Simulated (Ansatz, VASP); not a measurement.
Two plane-wave programs on Au

Contents of POSCAR:

```
Au
1.0
   -2.5749049620      2.5749049620      1.4046581881
    2.5749049620     -2.5749049620      1.4046581881
    2.5749049620      2.5749049620     -1.4046581881
Au
2
Direct
    0.0000000000      0.0000000000      0.0000000000
    0.7500000000      0.2500000000      0.5000000000
```

The input INCAR.step1:

```
  PREC = Accurate
  ENCUT = 600
  ISMEAR = 0
  SIGMA = 0.1
  LREAL = False
  LASPH = True
  NELM = 60
  GGA = PE
  ALGO = Normal
  EDIFF = 1E-4
  LWAVE = True
  LCHARG = False
```

Contents of INCAR.step2:

```
  PREC = Accurate
  ENCUT = 600
  EDIFF = 1E-7
  ISMEAR = 0
  SIGMA = 0.1
  LREAL = False
  LASPH = True
  NELM = 60
  ALGO = Normal
  ISIF = 3
  LWAVE = False
  LCHARG = False
  METAGGA = R2SCAN
  LMIXTAU = True
  IBRION = 2
  NSW = 90
  EDIFFG = -0.04
  ISTART = 1
```

The input KPOINTS:

```
Automatic mesh
0
Gamma
  8 8 8
```

Input for Ansatz:

```yaml
crystal:
  lattice:
    - [-2.574904962, 2.574904962, 1.4046581881]
    - [2.574904962, -2.574904962, 1.4046581881]
    - [2.574904962, 2.574904962, -1.4046581881]
  atoms:
    - { symbol: Au, position: [0.0, 0.0, 0.0] }
    - { symbol: Au, position: [0.75, 0.25, 0.5] }
basis:
  ecutwfc: 500
kpoints:
  mp_grid: { grid: [8, 8, 8] }
hamiltonian:
  xc: r2scan
scf:
  occupations: { method: gaussian, width: 0.1 }
  lower_state_search: "off"
output:
  forces: true
  stress: true
  eigenvalues: true
relax:
  adjacent_minimum: "off"
  f_tol: 0.04
  max_steps: 70
  cell: { stress_tol: 0.4 }
```

Alike in both runs: task relaxation of cell and atoms; functional r2SCAN; k mesh 8 × 8 × 8; occupations gaussian, width 0.1 eV; no spin polarisation.

|  | VASP | Ansatz |
| --- | --- | --- |
| version | VASP 6.6.1 | Ansatz 0.2.0 |
| potentials or method | VASP PAW PBE potentials, release 64 (Au), cutoff 600 eV | scalar-relativistic, plane waves, PAW |
| valence electrons in the cell | 22 | 38 |

```tsv
	VASP	Ansatz	Ansatz less VASP
gap on the k mesh at the Fermi level, each at its own relaxed structure (eV)	none	none	-
relaxed volume (Å³/atom)	19.26	19.14	-0.128
relaxed length of the cell vector where the two differ most in proportion (Å)	3.996	3.986	-0.0100
```

VASP's potentials were made for PBE, not for r2SCAN. A gap of «none» marks a metal or a gap that the smearing closes. VASP's potentials hold 22 valence electrons a cell and Ansatz's 38, so a difference there can come from the potentials and not from the codes.

Neither program's run includes spin-orbit coupling.
